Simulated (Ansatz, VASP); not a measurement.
# CdTe: VASP beside Ansatz

File POSCAR:

```
CdTe
1.0
    0.0000000000      3.2799551162      3.4111533208
    3.2799551162      0.0000000000      3.4111533208
    3.2799551162      3.2799551162      0.0000000000
Cd Te
1 1
Direct
    0.0000000000      0.0000000000      0.0000000000
    0.2500000000      0.2500000000      0.2500000000
```

The input INCAR.step1:

```
ALGO     = Normal         # electronic algorithm
EDIFF    = 1E-5           # SCF threshold, eV
ENCUT    = 520            # plane-wave cutoff, eV
GGA      = PE             # functional
ISIF     = 2              # what is computed and relaxed
ISMEAR   = 0              # smearing method
LASPH    = T              # aspherical terms in the spheres
LCHARG   = F              # write CHGCAR
LREAL    = F              # projectors in reciprocal space
LWAVE    = T              # write WAVECAR
NBANDS   = 16             # bands
NELM     = 60             # most SCF steps
PREC     = Accurate       # precision mode
SIGMA    = 0.01           # smearing width, eV
```

Contents of INCAR.step2:

```
ALGO     = Normal         # electronic algorithm
EDIFF    = 1E-6           # SCF threshold, eV
ENCUT    = 520            # plane-wave cutoff, eV
GGA      = PE             # functional
HFSCREEN = 0.2079         # screening, 1/A
ISIF     = 2              # what is computed and relaxed
ISMEAR   = 0              # smearing method
ISTART   = 1            
LASPH    = T              # aspherical terms in the spheres
LCHARG   = F              # write CHGCAR
LHFCALC  = T              # exact exchange
LREAL    = F              # projectors in reciprocal space
LWAVE    = F              # write WAVECAR
NBANDS   = 16             # bands
NELM     = 60             # most SCF steps
PREC     = Accurate       # precision mode
PRECFOCK = Normal       
SIGMA    = 0.01           # smearing width, eV
```

Contents of KPOINTS:

```
k-points
0
Gamma
  4 4 4
```

Input for Ansatz:

```yaml
crystal:
  lattice:
    - [0.0, 3.2799551162, 3.4111533208]
    - [3.2799551162, 0.0, 3.4111533208]
    - [3.2799551162, 3.2799551162, 0.0]
  atoms:
    - { symbol: Cd, position: [0.0, 0.0, 0.0] }
    - { symbol: Te, position: [0.25, 0.25, 0.25] }
kpoints:
  mp_grid: { grid: [4, 4, 4] }
  band_path:
    path:
      - [0.0, 0.0, 0.0]
      - [-0.5, -0.5, 0.0]
      - [-0.375, -0.375, 0.25]
      - [-0.375, 0.0, 0.375]
      - [0.0, 0.0, 0.5]
      - [-0.5, -0.25, 0.25]
    npoints: 1
hamiltonian:
  xc: hse06
scf:
  occupations: { method: fixed }
  n_extra_bands: 4
output:
  forces: true
  stress: true
  eigenvalues: true
```

Change from the starting cell: uniaxial_z strain +4.0%.

Alike in both runs: task single point; functional HSE06; k mesh 4 × 4 × 4; no spin polarisation.

|  | VASP | Ansatz |
| --- | --- | --- |
| version | VASP 6.6.1 | Ansatz 0.2.0 |
| potentials or method | VASP PAW PBE potentials, release 64 (Cd, Te) | plane waves, PAW |
| plane-wave cutoff (eV) | 520 | 420 |
| occupations | gaussian, width 0.01 eV | fixed |
| valence electrons in the cell | 18 | 36 |

|  | VASP | Ansatz | Ansatz less VASP |
| --- | --- | --- | --- |
| gap on the k mesh at the Fermi level (eV) | 1.26 | 1.34 | +0.077 |
| pressure (GPa) | -1.3 | -1.2 | +0.04 |
| traceless stress, the component that is largest in VASP (GPa) | -0.54 | -0.54 | +0.001 |

VASP's potentials hold 18 valence electrons a cell and Ansatz's 36, so a difference there can come from the potentials and not from the codes. Ansatz's warnings: stress exchange threshold loose, stress scf threshold loose.

Spin-orbit coupling is off throughout.
